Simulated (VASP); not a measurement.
# ZrPbAu2S4 (P1) in VASP: single point with PBEsol

Aim: the single point of ZrPbAu2S4 with PBEsol.

All numbers are computed with VASP 6.6.1; they aren't measurements. Logs are shortened: lines on timing, memory, paths and dates and some standing lists are left out, and cuts for length are marked.

### 1 The cell of the first run

The typed cell holds 16 atoms: a = 7.938 Å, b = 8.693 Å, c = 6.220 Å, α = 74.47°, β = 86.58°, γ = 116.85°.

### 2 Single point, PBEsol

INCAR

```
  ALGO = Normal
  EDIFF = 1E-7
  ENCUT = 520
  GGA = PS
  ISIF = 2
  ISMEAR = -1
  LASPH = True
  LCHARG = False
  LREAL = Auto
  LWAVE = False
  NBANDS = 86
  NELM = 100
  PREC = Accurate
  SIGMA = 0.0777
```

KPOINTS

```
Automatic mesh
0
Gamma
  3 3 3
  0 0.5 0.5
```

POSCAR

```
ZrPbAu2S4
1.0
    0.0240177900      7.9339960300     -0.2370026800
    7.7437913800     -3.9444026000      0.2201540600
    2.1325318700      0.1905391500     -5.8397831300
Pb Au Zr S
2 4 2 8
Direct
    0.6152430000      0.0009500000      0.7478980000
    0.3773340000      0.9929520000      0.2580070000
    0.6278060000      0.5020730000      0.7594910000
    0.1220110000      0.4964120000      0.7358830000
    0.3768370000      0.5086890000      0.2270110000
    0.8691810000      0.4949990000      0.2749570000
    0.1248050000      0.9989190000      0.7444470000
    0.8835440000      0.9978370000      0.2432430000
    0.2138190000      0.1958930000      0.0027400000
    0.9967990000      0.8119370000      0.4963250000
    0.8035730000      0.8029350000      0.0147330000
    0.9905150000      0.2000210000      0.5050260000
    0.4492080000      0.2171470000      0.5310370000
    0.2302430000      0.7888380000      0.9756760000
    0.5633000000      0.7875880000      0.4651830000
    0.7578390000      0.2131130000      0.0423710000
```

Potentials or basis: VASP PAW PBE potentials, release 64 (Pb_d, Au, Zr_sv, S).

Command:

```console
> cat potpaw_PBE.64/Pb_d/POTCAR potpaw_PBE.64/Au/POTCAR potpaw_PBE.64/Zr_sv/POTCAR potpaw_PBE.64/S/POTCAR > POTCAR
> mpirun -np 1 vasp_std > vasp.out
```

OUTCAR:

```text
EDIFF = 1E-7
   ENCUT = 520
   GGA = PS
   ISIF = 2
   ISMEAR = -1
   LASPH = True
   LREAL = Auto
   NELM = 100
   PREC = Accurate

 ion  position               nearest neighbor table
   1  0.615  0.001  0.748-  12 2.75  14 2.78  15 2.80  13 2.86  16 2.87  11 3.01   2 3.56   2 3.68
                             8 3.70   8 3.85   7 3.89
   2  0.377  0.993  0.258-  16 2.74  14 2.76  10 2.78  13 2.81   9 2.85  15 2.90   7 3.55   1 3.56
                             1 3.68   7 3.87   8 3.95   8 3.99
   3  0.628  0.502  0.759-  10 2.91  15 2.93  13 3.02   9 3.09   5 3.45   6 3.50
   4  0.122  0.496  0.736-  16 2.91  12 3.09  14 3.10   9 3.11   6 3.60   5 3.60
   5  0.377  0.509  0.227-  12 3.01  15 3.03  13 3.03  11 3.10   9 3.18   3 3.45   4 3.60
   6  0.869  0.495  0.275-  14 2.90  16 3.00  11 3.02  13 3.09  12 3.16  10 3.19   3 3.50   4 3.60

   7  0.125  0.999  0.744-  13 2.41  10 2.47  14 2.49  11 2.50   9 2.56  12 2.62   8 3.54   2 3.55
                             8 3.75   2 3.87   1 3.89
   8  0.884  0.998  0.243-  11 2.39  15 2.40  10 2.45   9 2.48  16 2.58  12 2.61   7 3.54   1 3.70
                             7 3.75   1 3.85   2 3.95   2 3.99
   9  0.214  0.196  0.003-   8 2.48   7 2.56   2 2.85   3 3.09   4 3.11   5 3.18
  10  0.997  0.812  0.496-   8 2.45   7 2.47   2 2.78   3 2.91   6 3.19
  11  0.804  0.803  0.015-   8 2.39   7 2.50   1 3.01   6 3.02   5 3.10
  12  0.991  0.200  0.505-   8 2.61   7 2.62   1 2.75   5 3.01   4 3.09   6 3.16
  13  0.449  0.217  0.531-   7 2.41   2 2.81   1 2.86   3 3.02   5 3.03   6 3.09
  14  0.230  0.789  0.976-   7 2.49   2 2.76   1 2.78   6 2.90   4 3.10
  15  0.563  0.788  0.465-   8 2.40   1 2.80   2 2.90   3 2.93   5 3.03
  16  0.758  0.213  0.042-   8 2.58   2 2.74   1 2.87   4 2.91   6 3.00

  LATTYP: Found a triclinic cell.
 ALAT       =     8.6932781284
 B/A-ratio  =     1.6304469203
 C/A-ratio  =     1.0294875703
 COS(alpha) =     0.0081857851
 COS(beta)  =     0.3847655270
 COS(gamma) =     0.8662227231

  Lattice vectors:

 A1 = (  -7.7437913800,   3.9444026000,  -0.2201540600)
 A2 = (  -7.7197735900,  11.8783986300,  -0.4571567400)
 A3 = (  -5.6352773000,  -3.7990542800,  -5.8229345100)

Analysis of symmetry for initial positions (statically):
=====================================================================
 Subroutine PRICEL returns:
 Original cell was already a primitive cell.

 Routine SETGRP: Setting up the symmetry group for a
 triclinic supercell.

 Subroutine GETGRP returns: Found  1 space group operations
 (whereof  1 operations were pure point group operations)
 out of a pool of  2 trial point group operations.

The static configuration has the point symmetry C_1 .

Analysis of symmetry for dynamics (positions and initial velocities):
=====================================================================
 Subroutine PRICEL returns:
 Original cell was already a primitive cell.

 Routine SETGRP: Setting up the symmetry group for a
 triclinic supercell.

 Subroutine GETGRP returns: Found  1 space group operations
 (whereof  1 operations were pure point group operations)
 out of a pool of  2 trial point group operations.

The dynamic configuration has the point symmetry C_1 .

 Subroutine INISYM returns: Found  1 space group operations
 (whereof  1 operations are pure point group operations),
 and found     1 'primitive' translations

----------------------------------------------------------------------------------------

                                     Primitive cell

  volume of cell :     360.7255

  direct lattice vectors                    reciprocal lattice vectors
     0.024017790  7.933996030 -0.237002680     0.063739619  0.126665690  0.027408816
     7.743791380 -3.944402600  0.220154060     0.128318220  0.001012285  0.046891394
     2.132531870  0.190539150 -5.839783130     0.002250651 -0.005102458 -0.170583840

  length of vectors
     7.937571425  8.693278128  6.219892632     0.144423610  0.136621350  0.170674975

  position of ions in fractional coordinates (direct lattice)
     0.615243000  0.000950000  0.747898000
     0.377334000  0.992952000  0.258007000
     0.627806000  0.502073000  0.759491000
     0.122011000  0.496412000  0.735883000
     0.376837000  0.508689000  0.227011000
     0.869181000  0.494999000  0.274957000
[... 8 lines left out ...]
     0.563300000  0.787588000  0.465183000
     0.757839000  0.213113000  0.042371000

  ion indices of the primitive-cell ions
   primitive index   ion index
                 1           1
                 2           2
                 3           3
                 4           4
                 5           5
                 6           6
[... 8 lines left out ...]
                15          15
                16          16

----------------------------------------------------------------------------------------

 KPOINTS: Automatic mesh

Automatic generation of k-mesh.
 Grid dimensions read from file:
 generate k-points for:    3    3    3

 Generating k-lattice:

  Cartesian coordinates                     Fractional coordinates (reciprocal lattice)
     0.021246540  0.042221897  0.009136272     0.333333333 -0.000000000  0.000000000
     0.042772740  0.000337428  0.015630465     0.000000000  0.333333333  0.000000000
     0.000750217 -0.001700819 -0.056861280     0.000000000  0.000000000  0.333333333

  Length of vectors
     0.048141203  0.045540450  0.056891658

  Shift w.r.t. Gamma in fractional coordinates (k-lattice)
     0.000000000  0.500000000  0.500000000

 Subroutine IBZKPT returns following result:
 ===========================================

 Found     14 irreducible k-points:

 Following reciprocal coordinates:
            Coordinates               Weight
  0.000000  0.166667  0.166667      2.000000
  0.333333  0.166667  0.166667      2.000000
 -0.333333  0.166667  0.166667      2.000000
  0.000000  0.500000  0.166667      2.000000
  0.333333  0.500000  0.166667      2.000000
 -0.333333  0.500000  0.166667      2.000000
  0.000000 -0.166667  0.166667      2.000000
  0.333333 -0.166667  0.166667      2.000000
 -0.333333 -0.166667  0.166667      2.000000
 -0.000000  0.166667  0.500000      2.000000
  0.333333  0.166667  0.500000      2.000000
 -0.333333  0.166667  0.500000      2.000000
  0.000000  0.500000  0.500000      1.000000
  0.333333  0.500000  0.500000      2.000000
   k-points           NKPTS =     14   k-points in BZ     NKDIM =     14   number of bands    NBANDS=     86
   number of dos      NEDOS =    301   number of ions     NIONS =     16
   total plane-waves  NPLWV = 201600
   dimension x,y,z NGX =    60 NGY =   70 NGZ =   48
   dimension x,y,z NGXF=   120 NGYF=  140 NGZF=   96
   ions per type =               2   4   2   8
   NGX,Y,Z   is equivalent  to a cutoff of  12.57, 13.39, 12.83 a.u.
   NGXF,Y,Z  is equivalent  to a cutoff of  25.13, 26.77, 25.66 a.u.
 SYSTEM =  unknown system
   PREC   = accura    normal or accurate (medium, high low for compatibility)
   ISTART =      0    job   : 0-new  1-cont  2-samecut
   ICHARG =      2    charge: 1-file 2-atom 10-const
   ISPIN  =      1    spin polarized calculation?
   LNONCOLLINEAR =      F non collinear calculations
   LSORBIT =      F    spin-orbit coupling
   LASPH  =      T    aspherical Exc in radial PAW
   ENCUT  =  520.0 eV  38.22 Ry    6.18 a.u.  14.76 16.16 11.56*2*pi/ulx,y,z
   NELM   =    100;   NELMIN=  2; NELMDL= -5     # of ELM steps
   EDIFF  = 0.1E-06   stopping-criterion for ELM
   LREAL  =      T    real-space projection
   EDIFFG = 0.1E-05   stopping-criterion for IOM
   NSW    =      0    number of steps for IOM
   IBRION =     -1    ionic relax: 0-MD 1-quasi-New 2-CG
   NFREE  =      0    steps in history (QN), initial steepest desc. (CG)
   ISIF   =      2    stress and relaxation
   ISYM   =      2    0-nonsym 1-usesym 2-fastsym
   POTIM  = 0.5000    time-step for ionic-motion
   TEBEG  =    0.0;   TEEND  =   0.0 temperature during run
   PSTRESS=    0.0 pullay stress
   NELECT =     144.0000    total number of electrons
   NUPDOWN=      -1.0000    fix difference up-down
   EMIN   =  10.00;   EMAX   =-10.00  energy-range for DOS
   EFERMI =   0.00;   METHOD = LEGACY
   ISMEAR =    -1;   SIGMA  =   0.08  broadening in eV -4-tet -1-fermi 0-gaus
   EFERMI_NEDOS =   21; number of points for ismear=-14 and -15
   IALGO  =     38    algorithm
   IMIX   =      4    mixing-type and parameters
     AMIX     =   0.40;   BMIX     =  1.00
     AMIX_MAG =   1.60;   BMIX_MAG =  1.00
  volume/ion in A,a.u.               =      22.55       152.14
  Fermi-wavevector in a.u.,A,eV,Ry     =   1.205415  2.277905 19.769620  1.453026
  Thomas-Fermi vector in A             =   2.341112
   LORBIT       =      0    0 simple, 1 ext, 2 COOP (PROOUT), +10 PAW based schemes
   GGA     = PS    functional components
   LHFCALC =     F    Hartree Fock is set to
   AEXX    =    0.0000 exact exchange contribution
   IVDW    =     0    specifies the selected vdW correction
   LEPSILON=     F    determine dielectric tensor
   LRPA    =     F    only Hartree local field effects (RPA)
 non-spin polarized calculation
  energy-cutoff  :      520.00
  volume of cell :      360.73
 maximum number of plane-waves:      9739
   NGX = 29   NGY = 33   NGZ = 23

 number of electron     144.0000000 magnetization

 Free energy of the ion-electron system (eV)
  ---------------------------------------------------
  ext. energy  EPLUGINS =         0.00000000
  ---------------------------------------------------
  free energy    TOTEN  =       -79.96794709 eV

  energy without entropy =      -79.86527119  energy(sigma->0) =      -79.91660914

 E-fermi :   5.3831     XC(G=0): -10.3383

 val. band max:        5.3742151186   @ k =   0.3333   0.5000   0.5000
 cond. band min:       5.3972438143   @ k =   0.3333   0.1667   0.1667
 fundamental gap:      0.0230286957
 Fermi energy:         5.3831417707

 k-point     1 :       0.0000    0.1667    0.1667
  band No.  band energies     occupation
      1     -43.5201      2.00000
      2     -43.3735      2.00000
      3     -21.7502      2.00000
      4     -21.6899      2.00000
      5     -21.6544      2.00000
      6     -21.5781      2.00000
[... 1207 lines left out ...]
     83       8.6016      0.00000
     84       8.7794      0.00000
 [bands above 84 left out]

------------------------ aborting loop because EDIFF is reached ----------------------------------------

  FORCE on cell =-STRESS in cart. coord.  units (eV):
  Direction    XX          YY          ZZ          XY          YZ          ZX
  --------------------------------------------------------------------------------------
  -------------------------------------------------------------------------------------
  Total       -7.3592894      2.5958357      2.6812872      0.6171296      3.3977900     -3.6618139
  in kB      -32.6865878     11.5295115     11.9090479      2.7410065     15.0914245    -16.2640975
  external PRESSURE =      -3.0826761 kB  Pullay stress =       0.0000000 kB

 VOLUME and BASIS-vectors are now :
 -----------------------------------------------------------------------------
  energy-cutoff  :      520.00
  volume of cell :      360.73
      direct lattice vectors                 reciprocal lattice vectors
     0.024017790  7.933996030 -0.237002680     0.063739619  0.126665690  0.027408816
     7.743791380 -3.944402600  0.220154060     0.128318220  0.001012285  0.046891394
     2.132531870  0.190539150 -5.839783130     0.002250651 -0.005102458 -0.170583840

 POSITION                                       TOTAL-FORCE (eV/Angst)
 -----------------------------------------------------------------------------------
      1.61705      5.02009     -4.51317         0.123207      0.386837     -0.126506
      8.24848     -0.87368     -1.37753         0.061315     -0.125952     -0.003408
      5.52267      3.14535     -4.47352         0.043094     -0.181034      0.266179
      5.41634     -0.84980     -4.21703        -0.294295     -0.186165     -0.266378
      4.43234      1.02660     -1.30302        -0.126929      0.071137     -0.170618
      4.44040      4.99599     -1.70271        -0.033380      0.138408      0.196175
[... 8 lines left out ...]
      7.10446      1.45129     -2.67668        -1.791713     -1.279271     -1.252486
      1.75886      5.18016     -0.38013         1.525026      0.285553      0.697421
 -----------------------------------------------------------------------------------
    total drift:                                0.000942     -0.000325      0.000579

  FREE ENERGIE OF THE ION-ELECTRON SYSTEM (eV)
  ---------------------------------------------------
  free  energy   TOTEN  =       -79.9679470910 eV

  energy  without entropy=      -79.8652711862  energy(sigma->0) =      -79.91660914
```

It took 13 min on 1 thread of Intel Xeon Platinum 8488C (Sapphire Rapids), shared host; peak memory 0.64 GiB.

What came out:

| Quantity | Value |
| --- | --- |
| Free energy | -79.9679 eV |
| Pressure | -0.3 GPa |
| Largest force | 2.533 eV/Å |
| Band gap on the k mesh | zero (bands 72 and 73 overlap by 0.04 eV) |

Forces in eV/Å, atoms in the order of the input:
```
Pb   0.123  0.387 -0.127
Pb   0.061 -0.126 -0.003
Au   0.043 -0.181  0.266
Au  -0.294 -0.186 -0.266
Au  -0.127  0.071 -0.171
Au  -0.033  0.138  0.196
Zr   0.359 -0.804 -0.156
Zr   1.732  0.058  0.471
S    0.898  0.454  0.386
S   -1.487  0.388 -0.764
S   -1.509 -0.475  0.304
S    0.894  0.349  0.204
S    1.500  0.912  0.775
S   -1.893  0.008 -0.560
S   -1.792 -1.279 -1.252
S    1.525  0.286  0.697
```

Stress tensor (GPa, compression positive):
```
-3.27  0.27 -1.63
 0.27  1.15  1.51
-1.63  1.51  1.19
```

Caveat: the PAW data sets were made with another functional, which shifts forces and pressure a little; spin-orbit coupling is left out, which moves the levels of the heavy elements.

The gap in the log of VASP goes by the Fermi energy; the results here count the filled bands.